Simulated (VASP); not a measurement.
# SiC (R3m) in VASP: single point with r2SCAN

Aim: the single point of SiC with r2SCAN.

Program: VASP 6.6.1. These are calculated values, not measurements. Logs are shortened: lines on timing, memory, paths and dates and some standing lists are left out, and cuts for length are marked.

### 1 The cell of the first run

The structure is trigonal, space group R3m (No. 160). Conventional cell: a = 3.080 Å, b = 3.080 Å, c = 45.272 Å, α = 90.00°, β = 90.00°, γ = 120.00°. Si (site symmetry 3m) has 4 C at 1.89 Å within 2.5 Å. Within 2.5 Å of Si (site symmetry 3m) lie 4 C at 1.89 Å. Si (site symmetry 3m) has 4 C at 1.89 Å within 2.5 Å. Within 2.5 Å of Si (site symmetry 3m) lie 4 C at 1.89 Å. Within 2.5 Å of Si (site symmetry 3m) lie 4 C at 1.89 Å. Si (site symmetry 3m) has 6 C at 1.89 to 2.59 Å within 2.6 Å. Within 2.5 Å of C (site symmetry 3m) lie 4 Si at 1.89 Å. C (site symmetry 3m) has 4 Si at 1.89 Å within 2.5 Å.

### 2 Single point, r2SCAN (the part above a cut slid along it)

Input file POSCAR:

```
SiC
1.0
    2.1781449867     -2.1781449867      0.0000000000
    2.1781449867      0.0000000000     -2.1781449867
   11.6169184722      7.2604106843      7.2604106843
Si C
6 6
Direct
    0.7361201400     -0.2638798600      0.3958000000
    0.1805701400      0.1805701400      0.2291333333
    0.2916701400      0.2916701400      0.5624666667
    0.4027701400      0.4027701400      0.8958000000
   -0.1527798600     -0.1527798600      0.7291333333
    0.6250201400      0.6250201400      0.0624666667
    0.3750076400      0.3750076400      0.4374666667
   -0.1805423600     -0.1805423600      0.2708000000
   -0.0694423600     -0.0694423600      0.6041333333
    0.0416576400      0.0416576400      0.9374666667
   -0.5138923600     -0.5138923600      0.7708000000
    0.2639076400      0.2639076400      0.1041333333
```

Input file INCAR.step1:

```
SYSTEM = SiC
PREC     = Accurate       ! precision mode
ENCUT    = 520            ! plane-wave cutoff, eV
ISMEAR   = 0              ! smearing method
SIGMA    = 0.05           ! smearing width, eV
LREAL    = .False.        ! projectors in reciprocal space
LASPH    = .True.         ! aspherical terms in the spheres
NELM     = 60             ! most SCF steps
NBANDS   = 36             ! bands
GGA      = PE             ! functional
ALGO     = Normal         ! electronic algorithm
EDIFF    = 1E-4           ! SCF threshold, eV
LWAVE    = .True.         ! write WAVECAR
LCHARG   = .False.        ! write CHGCAR
```

Input file INCAR.step2:

```
SYSTEM = SiC
PREC     = Accurate       ! precision mode
ENCUT    = 520            ! plane-wave cutoff, eV
EDIFF    = 1E-7           ! SCF threshold, eV
ISMEAR   = 0              ! smearing method
SIGMA    = 0.05           ! smearing width, eV
LREAL    = .False.        ! projectors in reciprocal space
LASPH    = .True.         ! aspherical terms in the spheres
NELM     = 60             ! most SCF steps
ALGO     = Normal         ! electronic algorithm
ISIF     = 2              ! what is computed and relaxed
LWAVE    = .False.        ! write WAVECAR
LCHARG   = .False.        ! write CHGCAR
METAGGA  = R2SCAN         ! meta-GGA
LMIXTAU  = .True.       
NBANDS   = 36             ! bands
ISTART   = 1
```

Input file KPOINTS:

```
regular mesh
0
Gamma
  10 10 2
  0 0 0
```

Potentials or basis: VASP PAW PBE potentials, release 64 (Si, C).

On the command line:

```bash
$ cat potpaw_PBE.64/Si/POTCAR potpaw_PBE.64/C/POTCAR > POTCAR
$ cp INCAR.step1 INCAR
$ mpirun -np 1 vasp_std > vasp.out
$ cp INCAR.step2 INCAR
$ mpirun -np 1 vasp_std > vasp.out
```

OUTCAR:

```text
SYSTEM = SiC
   PREC = Accurate
   ENCUT = 520
   EDIFF = 1E-7
   ISMEAR = 0
   LREAL = .False.
   LASPH = .True.
   NELM = 60
   ISIF = 2
   METAGGA = R2SCAN
   ISTART = 1

 ion  position               nearest neighbor table
   1  0.736  0.736  0.396-   8 1.89   7 1.89   7 1.89   7 1.89   3 3.08   2 3.08   3 3.08   3 3.08
                             2 3.08   2 3.08
   2  0.181  0.181  0.229-  12 1.89   8 1.89   8 1.89   8 1.89   6 3.08   6 3.08   6 3.08   1 3.08
                             1 3.08   1 3.08
   3  0.292  0.292  0.562-   9 1.89   9 1.89   9 1.89   7 1.89   5 3.08   5 3.08   5 3.08   1 3.08
                             1 3.08   1 3.08
   4  0.403  0.403  0.896-  11 1.89  10 1.89  10 1.89  10 1.89   6 3.08   6 3.08   5 3.08   5 3.08
                             5 3.08   6 3.08
   5  0.847  0.847  0.729-   9 1.89  11 1.89  11 1.89  11 1.89   3 3.08   3 3.08   3 3.08   4 3.08
                             4 3.08   4 3.08
   6  0.625  0.625  0.062-  12 1.89  12 1.89  12 1.89  10 2.59  10 2.59  10 2.59   4 3.08   4 3.08
                             2 3.08   2 3.08   2 3.08   4 3.08
   7  0.375  0.375  0.437-   3 1.89   1 1.89   1 1.89   1 1.89
   8  0.819  0.819  0.271-   1 1.89   2 1.89   2 1.89   2 1.89
   9  0.931  0.931  0.604-   3 1.89   3 1.89   3 1.89   5 1.89
  10  0.042  0.042  0.937-   4 1.89   4 1.89   4 1.89   6 2.59   6 2.59   6 2.59
  11  0.486  0.486  0.771-   4 1.89   5 1.89   5 1.89   5 1.89
  12  0.264  0.264  0.104-   6 1.89   6 1.89   6 1.89   2 1.89

  LATTYP: Found a trigonal (rhomboedric) cell.
 ALAT       =    15.1950762213
 COS(alpha) =     0.9794520407

  Lattice vectors:

 A1 = (   9.4387734855,   9.4385556710,   7.2604106843)
 A2 = (   7.2606284988,   9.4385556710,   9.4385556710)
 A3 = (   9.4387734855,   7.2604106843,   9.4385556710)

Analysis of symmetry for initial positions (statically):
=====================================================================
 Subroutine PRICEL returns:
 Original cell was already a primitive cell.

 Routine SETGRP: Setting up the symmetry group for a
 trigonal (rhombohedral) supercell.

 Subroutine GETGRP returns: Found  2 space group operations
 (whereof  2 operations were pure point group operations)
 out of a pool of 12 trial point group operations.

The static configuration has the point symmetry C_1h.

Analysis of symmetry for dynamics (positions and initial velocities):
=====================================================================
 Subroutine PRICEL returns:
 Original cell was already a primitive cell.

 Routine SETGRP: Setting up the symmetry group for a
 trigonal (rhombohedral) supercell.

 Subroutine GETGRP returns: Found  2 space group operations
 (whereof  2 operations were pure point group operations)
 out of a pool of 12 trial point group operations.

The dynamic configuration has the point symmetry C_1h.

 Subroutine INISYM returns: Found  2 space group operations
 (whereof  2 operations are pure point group operations),
 and found     1 'primitive' translations

----------------------------------------------------------------------------------------

                                     Primitive cell

  volume of cell :     124.0057

  direct lattice vectors                    reciprocal lattice vectors
     2.178144987 -2.178144987  0.000000000     0.127528242 -0.331578019  0.127528242
     2.178144987  0.000000000 -2.178144987     0.127528242  0.127528242 -0.331578019
    11.616918472  7.260410684  7.260410684     0.038258855  0.038258855  0.038258855

  length of vectors
     3.080362181  3.080362181 15.504190446     0.377453159  0.377453159  0.066266281

  position of ions in fractional coordinates (direct lattice)
     0.736120140  0.736120140  0.395800000
     0.180570140  0.180570140  0.229133333
     0.291670140  0.291670140  0.562466667
     0.402770140  0.402770140  0.895800000
     0.847220140  0.847220140  0.729133333
     0.625020140  0.625020140  0.062466667
     0.375007640  0.375007640  0.437466667
     0.819457640  0.819457640  0.270800000
     0.930557640  0.930557640  0.604133333
[... 48 lines left out ...]
|                                                                             |
|     Your reciprocal lattice and k-lattice belong to different lattice       |
|     classes:                                                                |
|                                                                             |
|        The reciprocal lattice is rhombohedral (trigonal),                   |
|        whereas your k-lattice is base-centered monoclinic.                  |
|                                                                             |
|     Results are often still useful ...                                      |
|                                                                             |
 -----------------------------------------------------------------------------

 WARNING: IBZKPT: internal override: KBLOWUP is changed to .FALSE.
      ... skipping the blow-up phase ...

 Subroutine IBZKPT returns following result:
 ===========================================

 Found     62 irreducible k-points:

 Following reciprocal coordinates:
            Coordinates               Weight
  0.000000  0.000000  0.000000      1.000000
  0.100000  0.000000  0.000000      4.000000
  0.200000  0.000000  0.000000      4.000000
  0.300000  0.000000  0.000000      4.000000
  0.400000  0.000000  0.000000      4.000000
  0.500000  0.000000  0.000000      2.000000
[... 16 lines left out ...]
  0.300000  0.300000 -0.000000      2.000000
  0.400000  0.300000  0.000000      4.000000
 [... further k-points ...]
   k-points           NKPTS =     62   k-points in BZ     NKDIM =     62   number of bands    NBANDS=     36
   number of dos      NEDOS =    301   number of ions     NIONS =     12
   total plane-waves  NPLWV =  69120
   dimension x,y,z NGX =    24 NGY =   24 NGZ =  120
   dimension x,y,z NGXF=    48 NGYF=   48 NGZF=  240
   ions per type =               6   6
   NGX,Y,Z   is equivalent  to a cutoff of  12.95, 12.95, 12.87 a.u.
   NGXF,Y,Z  is equivalent  to a cutoff of  25.91, 25.91, 25.73 a.u.
 SYSTEM =  SiC
   PREC   = accura    normal or accurate (medium, high low for compatibility)
   ISTART =      1    job   : 0-new  1-cont  2-samecut
   ICHARG =      0    charge: 1-file 2-atom 10-const
   ISPIN  =      1    spin polarized calculation?
   LNONCOLLINEAR =      F non collinear calculations
   LSORBIT =      F    spin-orbit coupling
   LASPH  =      T    aspherical Exc in radial PAW
   ENCUT  =  520.0 eV  38.22 Ry    6.18 a.u.   5.73  5.73 28.83*2*pi/ulx,y,z
   NELM   =     60;   NELMIN=  2; NELMDL=  0     # of ELM steps
   EDIFF  = 0.1E-06   stopping-criterion for ELM
   LREAL  =      F    real-space projection
   EDIFFG = 0.1E-05   stopping-criterion for IOM
   NSW    =      0    number of steps for IOM
   IBRION =     -1    ionic relax: 0-MD 1-quasi-New 2-CG
   NFREE  =      0    steps in history (QN), initial steepest desc. (CG)
   ISIF   =      2    stress and relaxation
   ISYM   =      2    0-nonsym 1-usesym 2-fastsym
   POTIM  = 0.5000    time-step for ionic-motion
   TEBEG  =    0.0;   TEEND  =   0.0 temperature during run
   PSTRESS=    0.0 pullay stress
   NELECT =      48.0000    total number of electrons
   NUPDOWN=      -1.0000    fix difference up-down
   EMIN   =  10.00;   EMAX   =-10.00  energy-range for DOS
   EFERMI =   0.00;   METHOD = LEGACY
   ISMEAR =     0;   SIGMA  =   0.05  broadening in eV -4-tet -1-fermi 0-gaus
   EFERMI_NEDOS =   21; number of points for ismear=-14 and -15
   IALGO  =     38    algorithm
   IMIX   =      4    mixing-type and parameters
     AMIX     =   0.40;   BMIX     =  1.00
     AMIX_MAG =   1.60;   BMIX_MAG =  1.00
  volume/ion in A,a.u.               =      10.33        69.74
  Fermi-wavevector in a.u.,A,eV,Ry     =   1.193094  2.254621 19.367534  1.423474
  Thomas-Fermi vector in A             =   2.329117
   LORBIT       =      0    0 simple, 1 ext, 2 COOP (PROOUT), +10 PAW based schemes
   METAGGA = R2SCAN    functional components
   LHFCALC =     F    Hartree Fock is set to
   AEXX    =    0.0000 exact exchange contribution
   IVDW    =     0    specifies the selected vdW correction
   LEPSILON=     F    determine dielectric tensor
   LRPA    =     F    only Hartree local field effects (RPA)
 non-spin polarized calculation
 Gauss-broadening in eV      SIGMA  =   0.05
  energy-cutoff  :      520.00
  volume of cell :      124.01
 maximum number of plane-waves:      3374
   NGX = 11   NGY = 11   NGZ = 57

 number of electron      48.0000003 magnetization

 Free energy of the ion-electron system (eV)
  ---------------------------------------------------
  ext. energy  EPLUGINS =         0.00000000
  ---------------------------------------------------
  free energy    TOTEN  =      -113.87796919 eV

  energy without entropy =     -113.87796919  energy(sigma->0) =     -113.87796919

 E-fermi :   8.6537     XC(G=0): -11.9926

 val. band max:        8.3908208796   @ k =   0.0000   0.0000   0.0000
 cond. band min:       9.5886048700   @ k =  -0.3000   0.3000   0.0000
 fundamental gap:      1.1977839903
 Fermi energy:         8.6536770820

 k-point     1 :       0.0000    0.0000    0.0000
  band No.  band energies     occupation
      1      -8.1872      2.00000
      2      -7.6276      2.00000
      3      -7.5522      2.00000
      4      -6.0781      2.00000
      5      -5.9688      2.00000
      6      -4.5149      2.00000
[... 925 lines left out ...]
     35      16.0586      0.00000
     36      16.5896      0.00000

 [... further k-points ...]
[... 5 lines left out ...]
  --------------------------------------------------------------------------------------
  -------------------------------------------------------------------------------------
  Total       -1.8693494     -1.8691158     -1.8691158      1.5741518      1.5728774      1.5741516
  in kB      -24.1523536    -24.1493356    -24.1493356     20.3383440     20.3218782     20.3383417
  external PRESSURE =     -24.1503416 kB  Pullay stress =       0.0000000 kB

 VOLUME and BASIS-vectors are now :
 -----------------------------------------------------------------------------
  energy-cutoff  :      520.00
  volume of cell :      124.01
      direct lattice vectors                 reciprocal lattice vectors
     2.178144987 -2.178144987  0.000000000     0.127528242 -0.331578019  0.127528242
     2.178144987  0.000000000 -2.178144987     0.127528242  0.127528242 -0.331578019
    11.616918472  7.260410684  7.260410684     0.038258855  0.038258855  0.038258855

 POSITION                                       TOTAL-FORCE (eV/Angst)
 -----------------------------------------------------------------------------------
      7.80473      1.27029      1.27029         0.066619      0.066659      0.066659
      3.44844      1.27029      1.27029         0.093930      0.093967      0.093967
      7.80473      3.44844      3.44844         0.058474      0.058441      0.058441
     12.16102      5.62658      5.62658        -0.039402     -0.039500     -0.039500
     12.16102      3.44844      3.44844         0.054654      0.054626      0.054626
      3.44844     -0.90785     -0.90785        -0.133368     -0.134044     -0.134044
      6.71566      2.35937      2.35937        -0.060084     -0.060080     -0.060080
      6.71566      0.18122      0.18122        -0.047897     -0.047941     -0.047941
     11.07195      2.35937      2.35937        -0.063866     -0.063836     -0.063836
     11.07195      6.71566      6.71566        -0.001245     -0.000750     -0.000750
     11.07195      4.53751      4.53751        -0.095576     -0.095529     -0.095529
      2.35937      0.18122      0.18122         0.167761      0.167988      0.167988
 -----------------------------------------------------------------------------------
    total drift:                               -0.001430     -0.001404     -0.001404

  FREE ENERGIE OF THE ION-ELECTRON SYSTEM (eV)
  ---------------------------------------------------
  free  energy   TOTEN  =      -113.8779691929 eV

  energy  without entropy=     -113.8779691929  energy(sigma->0) =     -113.87796919
```

It took 22 min on 1 thread of Oxide Virtual Turin-like, shared host; peak memory 0.36 GiB.

What came out:

| Item | Value |
| --- | --- |
| Free energy | -113.8780 eV |
| Pressure | -2.4 GPa |
| Largest force | 0.291 eV/Å |
| Band gap on the k mesh | 1.20 eV (least direct gap 2.28 eV) |

Forces on the atoms (eV/Å):
```
Si   0.067  0.067  0.067
Si   0.094  0.094  0.094
Si   0.058  0.058  0.058
Si  -0.039 -0.040 -0.040
Si   0.055  0.055  0.055
Si  -0.133 -0.134 -0.134
C   -0.060 -0.060 -0.060
C   -0.048 -0.048 -0.048
C   -0.064 -0.064 -0.064
C   -0.001 -0.001 -0.001
C   -0.096 -0.096 -0.096
C    0.168  0.168  0.168
```

Stress tensor (GPa, compression positive):
```
-2.42  2.03  2.03
 2.03 -2.41  2.03
 2.03  2.03 -2.41
```

Levels at points of the mesh, in eV from the valence-band top:
```
           k point  band 22  band 23  band 24  band 25  band 26  band 27
(0.00, 0.00, 0.00)    -0.34    -0.34     0.00     5.46     5.58     5.88
(0.50, 0.00, 0.00)    -2.17    -1.66    -1.47     1.75     2.04     2.60
(0.50, 0.50, 0.00)    -2.17    -1.66    -1.47     1.75     2.04     2.60
(0.00, 0.00, 0.50)    -0.54    -0.35    -0.35     5.56     5.61     5.81
(0.50, 0.00, 0.50)    -1.79    -1.60    -1.42     1.70     1.85     2.71
(0.50, 0.50, 0.50)    -1.79    -1.60    -1.42     1.70     1.85     2.71
```

Caveat: the cell differs from its parent crystal (the part above a cut slid along it); the PAW data sets were made with another functional, which shifts forces and pressure a little. A k mesh can miss the band edges.
